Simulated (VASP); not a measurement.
Here is a VASP 6.6.1 calculation.

INCAR

```
SYSTEM = Sb
ALGO = Normal
EDIFF = 1E-7
ENCUT = 520
GGA = PS
ISIF = 2
ISMEAR = 0
LASPH = .True.
LCHARG = .True.
LELF = .True.
LREAL = .False.
LVHAR = .True.
LWAVE = .False.
NBANDS = 12
NELM = 80
PREC = Accurate
SIGMA = 0.15
```

Contents of KPOINTS:

```
k-points
0
Gamma
  18 18 18
  0 0 0
```

The input POSCAR:

```
Sb
1.0
    2.1159071631      1.2216195702      3.8677824587
   -2.1159071631      1.2216195702      3.8677824587
    0.0000000000     -2.4432391404      3.8677824587
Sb
2
Direct
    0.2336400000      0.2336400000      0.2336400000
    0.7663600000      0.7663600000      0.7663600000
```

Potentials or basis: VASP PAW PBE potentials, release 64 (Sb).

Run with:

```console
$ cat potpaw_PBE.64/Sb/POTCAR > POTCAR
$ mpirun -np 1 vasp_std > vasp.out
```

Problem. Predict the pressure.

Solution. 0.9 GPa.

Problem. What does it give for the band gap on the k mesh?

Solution. Zero (bands 5 and 6 overlap by 0.43 eV).

Problem. Estimate the largest force.

Solution. 0.194 eV/Å.

Stress tensor (GPa, compression positive):
```
 1.56  0.00  0.00
 0.00  1.56  0.00
 0.00  0.00 -0.38
```

Caveat: the PAW data sets were made with another functional, which shifts forces and pressure a little; spin-orbit coupling is left out, which moves the levels of the heavy elements.
